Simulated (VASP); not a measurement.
# Ba3SrTi4O12 (a cell with a defect) in VASP: relaxation of the atoms with PBE

Aim: the relaxation of the atoms of Ba3SrTi4O12 (a cell with a defect) with PBE.

Everything below comes from runs of VASP 6.6.1. Logs are shortened: lines on timing, memory, paths and dates and some standing lists are left out, and cuts for length are marked.

## 1. The cell of the first run

The cell holds a defect, 20 atoms: a = 8.012 Å, b = 8.012 Å, c = 4.006 Å, α = 90.00°, β = 90.00°, γ = 90.00°.

## 2. Relaxation of the atoms, PBE

Contents of INCAR:

```
PREC = Accurate
ENCUT = 520
EDIFF = 1E-7
ISMEAR = -1
SIGMA = 0.05
LREAL = False
LASPH = True
NELM = 120
ALGO = Normal
ISIF = 2
LWAVE = False
LCHARG = False
GGA = PE
IBRION = 2
NSW = 45
EDIFFG = -0.03
GGA_COMPAT = False
NELMIN = 4
KPAR = 4
```

Contents of KPOINTS:

```
Automatic mesh
0
Gamma
  2 2 4
```

Contents of POSCAR:

```
Ba3SrTi4O12
1.0
    8.0120000000      0.0000000000      0.0000000000
    0.0000000000      8.0120000000      0.0000000000
    0.0000000000      0.0000000000      4.0060000000
Sr Ti O Ba
1 4 12 3
Direct
    0.2500000000      0.2500000000      0.5000000000
    0.0000000000      0.0000000000      0.0000000000
    0.0000000000      0.5000000000      0.0000000000
    0.5000000000      0.0000000000      0.0000000000
    0.5000000000      0.5000000000      0.0000000000
    0.2500000000      0.0000000000      0.0000000000
    0.0000000000      0.2500000000      0.0000000000
    0.0000000000      0.0000000000      0.5000000000
    0.2500000000      0.5000000000      0.0000000000
    0.0000000000      0.7500000000      0.0000000000
    0.0000000000      0.5000000000      0.5000000000
    0.7500000000      0.0000000000      0.0000000000
    0.5000000000      0.2500000000      0.0000000000
    0.5000000000      0.0000000000      0.5000000000
    0.7500000000      0.5000000000      0.0000000000
    0.5000000000      0.7500000000      0.0000000000
    0.5000000000      0.5000000000      0.5000000000
    0.2500000000      0.7500000000      0.5000000000
    0.7500000000      0.2500000000      0.5000000000
    0.7500000000      0.7500000000      0.5000000000
```

Potentials or basis: VASP PAW PBE potentials, release 64 (Sr_sv, Ti_sv, O, Ba_sv).

Started as:

```sh
$ cat potpaw_PBE.64/Sr_sv/POTCAR potpaw_PBE.64/Ti_sv/POTCAR potpaw_PBE.64/O/POTCAR potpaw_PBE.64/Ba_sv/POTCAR > POTCAR
$ mpirun -np 4 vasp_std > vasp.out
```

OUTCAR:

```text
PREC = Accurate
   ENCUT = 520
   EDIFF = 1E-7
   ISMEAR = -1
   LREAL = False
   LASPH = True
   NELM = 120
   ISIF = 2
   GGA = PE
   IBRION = 2
   NSW = 45
   EDIFFG = -0.03
   NELMIN = 4

 ion  position               nearest neighbor table
   1  0.250  0.250  0.500-   6 2.83   7 2.83   8 2.83   9 2.83  11 2.83  13 2.83  14 2.83  17 2.83
                             6 2.83   7 2.83   9 2.83  13 2.83   2 3.47   3 3.47   4 3.47   5 3.47
   2  0.000  0.000  0.000-   6 2.00   7 2.00   8 2.00  10 2.00  12 2.00   8 2.00  18 3.47  19 3.47
                            20 3.47   1 3.47   1 3.47  18 3.47  19 3.47  20 3.47
   3  0.000  0.500  0.000-   7 2.00   9 2.00  10 2.00  11 2.00  15 2.00  11 2.00  18 3.47  19 3.47
                            20 3.47   1 3.47   1 3.47  18 3.47  19 3.47  20 3.47
   4  0.500  0.000  0.000-   6 2.00  12 2.00  13 2.00  14 2.00  16 2.00  14 2.00  18 3.47  19 3.47
                            20 3.47   1 3.47   1 3.47  18 3.47  19 3.47  20 3.47
   5  0.500  0.500  0.000-   9 2.00  13 2.00  15 2.00  16 2.00  17 2.00  17 2.00  18 3.47  19 3.47
                            20 3.47   1 3.47   1 3.47  18 3.47  19 3.47  20 3.47
   6  0.250  0.000  0.000-   2 2.00   4 2.00   1 2.83  18 2.83   1 2.83  18 2.83
   7  0.000  0.250  0.000-   2 2.00   3 2.00   1 2.83  19 2.83   1 2.83  19 2.83
   8  0.000  0.000  0.500-   2 2.00   2 2.00  18 2.83  19 2.83  20 2.83   1 2.83
   9  0.250  0.500  0.000-   3 2.00   5 2.00   1 2.83  18 2.83   1 2.83  18 2.83
  10  0.000  0.750  0.000-   2 2.00   3 2.00  18 2.83  20 2.83  18 2.83  20 2.83
  11  0.000  0.500  0.500-   3 2.00   3 2.00  18 2.83  19 2.83  20 2.83   1 2.83
  12  0.750  0.000  0.000-   2 2.00   4 2.00  19 2.83  20 2.83  19 2.83  20 2.83
  13  0.500  0.250  0.000-   4 2.00   5 2.00   1 2.83  19 2.83   1 2.83  19 2.83
  14  0.500  0.000  0.500-   4 2.00   4 2.00  18 2.83  19 2.83  20 2.83   1 2.83
  15  0.750  0.500  0.000-   3 2.00   5 2.00  19 2.83  20 2.83  19 2.83  20 2.83
  16  0.500  0.750  0.000-   4 2.00   5 2.00  18 2.83  20 2.83  18 2.83  20 2.83
  17  0.500  0.500  0.500-   5 2.00   5 2.00  18 2.83  19 2.83  20 2.83   1 2.83
  18  0.250  0.750  0.500-   6 2.83   8 2.83   9 2.83  10 2.83  11 2.83  14 2.83  16 2.83  17 2.83
                             6 2.83   9 2.83  10 2.83  16 2.83   2 3.47   3 3.47   4 3.47   5 3.47
  19  0.750  0.250  0.500-   7 2.83   8 2.83  11 2.83  12 2.83  13 2.83  14 2.83  15 2.83  17 2.83
                             7 2.83  12 2.83  13 2.83  15 2.83   2 3.47   3 3.47   4 3.47   5 3.47
  20  0.750  0.750  0.500-   8 2.83  10 2.83  11 2.83  12 2.83  14 2.83  15 2.83  16 2.83  17 2.83
                            10 2.83  12 2.83  15 2.83  16 2.83   2 3.47   3 3.47   4 3.47   5 3.47

  LATTYP: Found a simple tetragonal cell.
 ALAT       =     8.0120000000
 C/A-ratio  =     0.5000000000

  Lattice vectors:

 A1 = (   8.0120000000,   0.0000000000,   0.0000000000)
 A2 = (   0.0000000000,   8.0120000000,   0.0000000000)
 A3 = (   0.0000000000,   0.0000000000,   4.0060000000)

Analysis of symmetry for initial positions (statically):
=====================================================================
 Subroutine PRICEL returns:
 Original cell was already a primitive cell.

 Routine SETGRP: Setting up the symmetry group for a
 simple tetragonal supercell.

 Subroutine GETGRP returns: Found 16 space group operations
 (whereof  4 operations were pure point group operations)
 out of a pool of 16 trial point group operations.

The static configuration has the point symmetry C_2v.
 The point group associated with its full space group is D_4h.

Analysis of symmetry for dynamics (positions and initial velocities):
=====================================================================
 Subroutine PRICEL returns:
 Original cell was already a primitive cell.

 Routine SETGRP: Setting up the symmetry group for a
 simple tetragonal supercell.

 Subroutine GETGRP returns: Found 16 space group operations
 (whereof  4 operations were pure point group operations)
 out of a pool of 16 trial point group operations.

The dynamic configuration has the point symmetry C_2v.
 The point group associated with its full space group is D_4h.

 Subroutine INISYM returns: Found 16 space group operations
 (whereof  4 operations are pure point group operations),
 and found     1 'primitive' translations

----------------------------------------------------------------------------------------

                                     Primitive cell

  volume of cell :     257.1537

  direct lattice vectors                    reciprocal lattice vectors
     8.012000000  0.000000000  0.000000000     0.124812781  0.000000000  0.000000000
     0.000000000  8.012000000  0.000000000     0.000000000  0.124812781  0.000000000
     0.000000000  0.000000000  4.006000000     0.000000000  0.000000000  0.249625562

  length of vectors
[... 63 lines left out ...]
     0.062406390  0.062406390  0.062406390

  Shift w.r.t. Gamma in fractional coordinates (k-lattice)
     0.000000000  0.000000000  0.000000000

 Subroutine IBZKPT returns following result:
 ===========================================

 Found      9 irreducible k-points:

 Following reciprocal coordinates:
            Coordinates               Weight
  0.000000  0.000000  0.000000      1.000000
  0.500000  0.000000  0.000000      2.000000
  0.500000  0.500000  0.000000      1.000000
  0.000000  0.000000  0.250000      2.000000
  0.500000  0.000000  0.250000      4.000000
  0.500000  0.500000  0.250000      2.000000
  0.000000  0.000000  0.500000      1.000000
  0.500000  0.000000  0.500000      2.000000
  0.500000  0.500000  0.500000      1.000000
   k-points           NKPTS =      9   k-points in BZ     NKDIM =      9   number of bands    NBANDS=     96
   number of dos      NEDOS =    301   number of ions     NIONS =     20
   total plane-waves  NPLWV = 108000
   dimension x,y,z NGX =    60 NGY =   60 NGZ =   30
   dimension x,y,z NGXF=   120 NGYF=  120 NGZF=   60
   ions per type =               1   4  12   3
   NGX,Y,Z   is equivalent  to a cutoff of  12.45, 12.45, 12.45 a.u.
   NGXF,Y,Z  is equivalent  to a cutoff of  24.90, 24.90, 24.90 a.u.
 SYSTEM =  unknown system
   PREC   = accura    normal or accurate (medium, high low for compatibility)
   ISTART =      0    job   : 0-new  1-cont  2-samecut
   ICHARG =      2    charge: 1-file 2-atom 10-const
   ISPIN  =      1    spin polarized calculation?
   LNONCOLLINEAR =      F non collinear calculations
   LSORBIT =      F    spin-orbit coupling
   LASPH  =      T    aspherical Exc in radial PAW
   ENCUT  =  520.0 eV  38.22 Ry    6.18 a.u.  14.90 14.90  7.45*2*pi/ulx,y,z
   NELM   =    120;   NELMIN=  4; NELMDL= -5     # of ELM steps
   EDIFF  = 0.1E-06   stopping-criterion for ELM
   LREAL  =      F    real-space projection
   EDIFFG = -.3E-01   stopping-criterion for IOM
   NSW    =     45    number of steps for IOM
   IBRION =      2    ionic relax: 0-MD 1-quasi-New 2-CG
   NFREE  =      1    steps in history (QN), initial steepest desc. (CG)
   ISIF   =      2    stress and relaxation
   ISYM   =      2    0-nonsym 1-usesym 2-fastsym
   POTIM  = 0.5000    time-step for ionic-motion
   TEBEG  =    0.0;   TEEND  =   0.0 temperature during run
   PSTRESS=    0.0 pullay stress
   NELECT =     160.0000    total number of electrons
   NUPDOWN=      -1.0000    fix difference up-down
   EMIN   =  10.00;   EMAX   =-10.00  energy-range for DOS
   EFERMI =   0.00;   METHOD = LEGACY
   ISMEAR =    -1;   SIGMA  =   0.05  broadening in eV -4-tet -1-fermi 0-gaus
   EFERMI_NEDOS =   21; number of points for ismear=-14 and -15
   IALGO  =     38    algorithm
   IMIX   =      4    mixing-type and parameters
     AMIX     =   0.40;   BMIX     =  1.00
     AMIX_MAG =   1.60;   BMIX_MAG =  1.00
  volume/ion in A,a.u.               =      12.86        86.77
  Fermi-wavevector in a.u.,A,eV,Ry     =   1.397603  2.641087 26.576187  1.953295
  Thomas-Fermi vector in A             =   2.520843
   LORBIT       =      0    0 simple, 1 ext, 2 COOP (PROOUT), +10 PAW based schemes
   GGA     = PE    functional components
   LHFCALC =     F    Hartree Fock is set to
   AEXX    =    0.0000 exact exchange contribution
   IVDW    =     0    specifies the selected vdW correction
   LEPSILON=     F    determine dielectric tensor
   LRPA    =     F    only Hartree local field effects (RPA)
 conjugate gradient relaxation of ions
 non-spin polarized calculation
  energy-cutoff  :      520.00
  volume of cell :      257.15
 maximum number of plane-waves:      6942
 NGX is ok and might be reduce to    60
   NGX = 29   NGY = 29   NGZ = 15

--------------------------------------- Ionic step        1  -------------------------------------------

 number of electron     159.9999905 magnetization

 Free energy of the ion-electron system (eV)
  ---------------------------------------------------
  ext. energy  EPLUGINS =         0.00000000
  ---------------------------------------------------
  free energy    TOTEN  =      -159.88845239 eV

  energy without entropy =     -159.88845235  energy(sigma->0) =     -159.88845237

------------------------ aborting loop because EDIFF is reached ----------------------------------------

  FORCE on cell =-STRESS in cart. coord.  units (eV):
  Direction    XX          YY          ZZ          XY          YZ          ZX
  --------------------------------------------------------------------------------------
  -------------------------------------------------------------------------------------
  Total        1.1524392      1.1524392      1.1642356     -0.0000000      0.0000000     -0.0000000
  in kB        7.1801875      7.1801875      7.2536841     -0.0000000      0.0000000     -0.0000000
  external PRESSURE =       7.2046864 kB  Pullay stress =       0.0000000 kB
[... 257 lines left out ...]
--------------------------------------- Ionic step        6  -------------------------------------------

 number of electron     159.9999958 magnetization

 Free energy of the ion-electron system (eV)
  ---------------------------------------------------
  ext. energy  EPLUGINS =         0.00000000
  ---------------------------------------------------
  free energy    TOTEN  =      -159.95849305 eV

  energy without entropy =     -159.95849300  energy(sigma->0) =     -159.95849302

 E-fermi :   4.6210     XC(G=0): -11.1541

 val. band max:        3.7581305859   @ k =   0.0000   0.0000   0.5000
 cond. band min:       5.4685212611   @ k =   0.0000   0.0000   0.0000
 fundamental gap:      1.7103906752
 Fermi energy:         4.6209579312

 k-point     1 :       0.0000    0.0000    0.0000
  band No.  band energies     occupation
      1     -52.9512      2.00000
      2     -52.9501      2.00000
      3     -52.9501      2.00000
      4     -52.9491      2.00000
      5     -29.2256      2.00000
      6     -29.2109      2.00000
[... 844 lines left out ...]
     91       7.4064      0.00000
     92       7.4102      0.00000
 [bands above 92 left out]

------------------------ aborting loop because EDIFF is reached ----------------------------------------

  FORCE on cell =-STRESS in cart. coord.  units (eV):
  Direction    XX          YY          ZZ          XY          YZ          ZX
  --------------------------------------------------------------------------------------
  -------------------------------------------------------------------------------------
  Total        0.9722145      0.9722145      0.9188706      0.0000000     -0.0000000      0.0000000
  in kB        6.0573110      6.0573110      5.7249553      0.0000000     -0.0000000      0.0000000
  external PRESSURE =       5.9465257 kB  Pullay stress =       0.0000000 kB
[... 35 lines left out ...]
  FREE ENERGIE OF THE ION-ELECTRON SYSTEM (eV)
  ---------------------------------------------------
  free  energy   TOTEN  =      -159.9584930474 eV

  energy  without entropy=     -159.9584930021  energy(sigma->0) =     -159.95849302

 reached required accuracy - stopping structural energy minimisation
```

Wall time 7.5 min (4 MPI ranks of Intel Xeon Platinum 8259CL at 2.50GHz (Skylake/Cascade Lake), shared host); peak memory 0.46 GiB.

What came out:

* Free energy: -159.9585 eV
* Energy gained by relaxing: 3.5 meV/atom
* Ionic steps: 6
* Pressure after relaxing: 0.6 GPa
* Largest force after relaxing: 0.010 eV/Å
* Band gap on the k mesh: 1.71 eV

Forces in eV/Å, atoms in the order of the input:
```
Sr   0.000  0.000  0.000
Ti   0.002  0.002  0.000
Ti   0.002 -0.002  0.000
Ti  -0.002  0.002  0.000
Ti  -0.002 -0.002  0.000
O    0.000 -0.010  0.000
O   -0.010  0.000  0.000
O    0.006  0.006  0.000
O    0.000  0.010  0.000
O   -0.004  0.000  0.000
O    0.006 -0.006  0.000
O    0.000 -0.004  0.000
O    0.010  0.000  0.000
O   -0.006  0.006  0.000
O    0.000  0.004  0.000
O    0.004  0.000  0.000
O   -0.006 -0.006  0.000
Ba   0.000  0.000  0.000
Ba   0.000  0.000  0.000
Ba   0.000  0.000  0.000
```

The path:
```tsv
step	energy change (eV)	largest force (eV/Å)	pressure (GPa)
1	0.0000	0.3565	0.72
2	-0.0364	0.2179	0.65
3	-0.0600	0.1854	0.60
4	-0.0668	0.1629	0.57
5	-0.0671	0.1134	0.57
6	-0.0700	0.0102	0.59
```

Final structure:
```cif
data_structure
_symmetry_space_group_name_H-M 'P 1'
_symmetry_Int_Tables_number 1
_cell_length_a 8.0120
_cell_length_b 8.0120
_cell_length_c 4.0060
_cell_angle_alpha 90.000
_cell_angle_beta 90.000
_cell_angle_gamma 90.000
_cell_volume 257.15
loop_
_atom_site_label
_atom_site_type_symbol
_atom_site_fract_x
_atom_site_fract_y
_atom_site_fract_z
_atom_site_occupancy
Sr1 Sr 0.25000 0.25000 0.50000 1
Ti1 Ti 0.00260 0.00260 0.00000 1
Ti2 Ti 0.00260 0.49740 0.00000 1
Ti3 Ti 0.49740 0.00260 0.00000 1
Ti4 Ti 0.49740 0.49740 0.00000 1
O1 O 0.25000 0.00596 0.00000 1
O2 O 0.00596 0.25000 0.00000 1
O3 O 0.00424 0.00424 0.50000 1
O4 O 0.25000 0.49404 0.00000 1
O5 O 0.00205 0.75000 0.00000 1
O6 O 0.00424 0.49576 0.50000 1
O7 O 0.75000 0.00205 0.00000 1
O8 O 0.49404 0.25000 0.00000 1
O9 O 0.49576 0.00424 0.50000 1
O10 O 0.75000 0.49795 0.00000 1
O11 O 0.49795 0.75000 0.00000 1
O12 O 0.49576 0.49576 0.50000 1
Ba1 Ba 0.25000 0.75000 0.50000 1
Ba2 Ba 0.75000 0.25000 0.50000 1
Ba3 Ba 0.75000 0.75000 0.50000 1
```

Levels at points of the mesh, in eV from the valence-band top:
```
           k point  band 76  band 77  band 78  band 79  band 80  band 81  band 82  band 83  band 84  band 85
(0.00, 0.00, 0.00)    -0.72    -0.22    -0.21    -0.21    -0.09     1.71     1.71     1.71     1.85     1.87
(0.50, 0.00, 0.00)    -0.53    -0.52    -0.50    -0.50    -0.49     1.78     1.79     2.63     2.63     2.69
(0.50, 0.50, 0.00)    -0.96    -0.62    -0.62    -0.51    -0.50     2.60     2.60     2.62     2.66     2.70
(0.00, 0.00, 0.50)    -0.10    -0.08     0.00     0.00     0.00     1.86     3.43     3.43     3.43     3.44
(0.50, 0.00, 0.50)    -0.51    -0.51    -0.49    -0.05    -0.04     2.69     2.75     3.43     3.43     3.55
(0.50, 0.50, 0.50)    -0.58    -0.55    -0.47    -0.47    -0.44     3.16     3.20     3.22     3.22     3.63
```

Caveat: spin-orbit coupling is left out, which moves the levels of the heavy elements.
